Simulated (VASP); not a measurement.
Crystal: Si.

```
Si
1.0
     3.85127    0.00000    0.00000
    -1.92564    3.33530    0.00000
     0.00000    0.00000    6.36474
Si
4
Direct
  0.33333 0.66667 0.06293
  0.66667 0.33333 0.56293
  0.33333 0.66667 0.43707
  0.66667 0.33333 0.93707
```

This isn't the form of Si at room conditions, which is diamond.

| Property | Result |
| --- | --- |
| Program | VASP 6.6.1 |
| Task | relaxation of cell and atoms |
| Functional | LDA |
| Potentials or basis | VASP PAW LDA potentials, release 64 (Si) |
| Cutoff | 600 eV |
| k mesh | 12 × 12 × 4 |
| Occupations | fermi-dirac, width 0.02 eV |
| Spin | no spin polarisation |

At the start: pressure -3.3 GPa; volume 20.44 Å³/atom.

Question: Where does the relaxation end?

Answer: Over 6 steps the energy falls by 8.0 meV/atom and the volume is 19.70 Å³/atom (-3.6 %); space group P6_3/mmc (No. 194, to 0.1 Å) before and after.

Step by step:
```
step  energy change (eV)  largest force (eV/Å)  pressure (GPa)  volume (Å³)
   1              0.0000                0.0087           -3.32        81.76
   2             -0.0169                0.0318            2.53        76.85
   3             -0.0318                0.0146           -0.01        78.79
   4             -0.0318                0.0151            0.06        78.73
   5             -0.0318                0.0018           -0.04        78.81
   6             -0.0318                0.0020           -0.02        78.79
```

Final structure:
```
Si
1.0
     3.80380    0.00000    0.00000
    -1.90190    3.29419    0.00000
     0.00000    0.00000    6.28806
Si
4
Direct
  0.33333 0.66667 0.06298
  0.66667 0.33333 0.56298
  0.33333 0.66667 0.43702
  0.66667 0.33333 0.93702
```
